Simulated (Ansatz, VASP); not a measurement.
MgAlC6N6 in VASP and in Ansatz

```xyz
14
Lattice="0.0000 5.4157 5.4157 5.4157 0.0000 5.4157 5.4157 5.4157 0.0000" Properties=species:S:1:pos:R:3 pbc="T T T"
Mg    5.4157    5.4157    5.4157
Al    0.0000    0.0000    0.0000
C     2.0833    5.4157    5.4157
C     5.4157    2.0833    5.4157
C     5.4157    5.4157    2.0833
C     8.7482    5.4157    5.4157
C     5.4157    8.7482    5.4157
C     5.4157    5.4157    8.7482
N     3.2472    5.4157    5.4157
N     5.4157    3.2472    5.4157
N     5.4157    5.4157    3.2472
N     7.5842    5.4157    5.4157
N     5.4157    7.5842    5.4157
N     5.4157    5.4157    7.5842
```

Alike in both runs: functional PBE; k mesh 6 × 6 × 6; occupations gaussian, width 0.1 eV; no spin polarisation.

Ansatz relaxed the structure, and its values are those at the end. VASP's run is a single point on that final structure, the one shown.

|  | VASP | Ansatz |
| --- | --- | --- |
| version | VASP 6.6.1 | Ansatz 0.2.0 |
| potentials or method | VASP PAW PBE potentials, release 64 (Mg, Al, C, N), cutoff 520 eV | scalar-relativistic, plane waves, PAW |
| valence electrons in the cell | 59 | 67 |

Ansatz gave:

| Quantity | Value |
| --- | --- |
| gap on the k mesh at the Fermi level (eV) | none |
| pressure (GPa) | 0.0 |
| rms of the force components (eV/Å) | 0.000 |

Task: Which values does VASP return?

Result: gap on the k mesh at the Fermi level (eV): none; pressure (GPa): 0.3; rms of the force components (eV/Å): 0.231.

A gap of «none» marks a metal or a gap that the smearing closes. One of these differences is far larger than is usual between the two programs; its cause wasn't traced. VASP's potentials hold 59 valence electrons a cell and Ansatz's 67, so a difference there can come from the potentials and not from the codes.

Noted on VASP's run: the standard files for N, O and F lose accuracy on very short bonds.
